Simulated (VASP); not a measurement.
A run of VASP 6.6.1 is set up as follows.

INCAR

```
SYSTEM = SnO2
ALGO = Normal ; EDIFF = 1E-7
EDIFFG = -0.005 ; ENCUT = 600
GGA = PS ; IBRION = 2
ISIF = 4 ; ISMEAR = 0
LASPH = .TRUE. ; LCHARG = .FALSE.
LREAL = .FALSE. ; LWAVE = .FALSE.
NELM = 80 ; NSW = 80
PREC = Accurate ; SIGMA = 0.01
```

File KPOINTS:

```
k-points
0
G
  8 8 8
  0 0 0
```

POSCAR

```
SnO2
1.0
   -2.0000690000      2.0000690000      5.1236790000
    2.0000690000     -2.0000690000      5.1236790000
    2.0000690000      2.0000690000     -5.1236790000
Sn O
2 4
Direct
    0.7500000000      0.2500000000      0.5000000000
    0.0000000000      0.0000000000      0.0000000000
    0.7965230000      0.7965230000      0.0000000000
    0.9534770000      0.4534770000      0.5000000000
    0.2034770000      0.2034770000      0.0000000000
    0.5465230000      0.0465230000      0.5000000000
```

Potentials or basis: VASP PAW PBE potentials, release 64 (Sn_d, O).

Command:

```bash
$ cat potpaw_PBE.64/Sn_d/POTCAR potpaw_PBE.64/O/POTCAR > POTCAR
$ mpirun -np 1 vasp_std > vasp.out
```

Problem. Predict the band gap on the k mesh.

Solution. 1.58 eV (least direct gap 1.96 eV).

Final structure:
```
Sn O
1.0
    -2.00189    2.00189    5.11439
     2.00189   -2.00189    5.11439
     2.00189    2.00189   -5.11439
Sn O
2 4
Cartesian
  0.0000 2.0019 2.5572
  0.0000 0.0000 0.0000
  0.0000 0.0000 8.1495
  0.0000 2.0019 4.6365
  0.0000 0.0000 2.0793
  0.0000 2.0019 0.4779
```

Caveat: spin-orbit coupling is left out, which moves the levels of the heavy elements. A k mesh can miss the band edges.
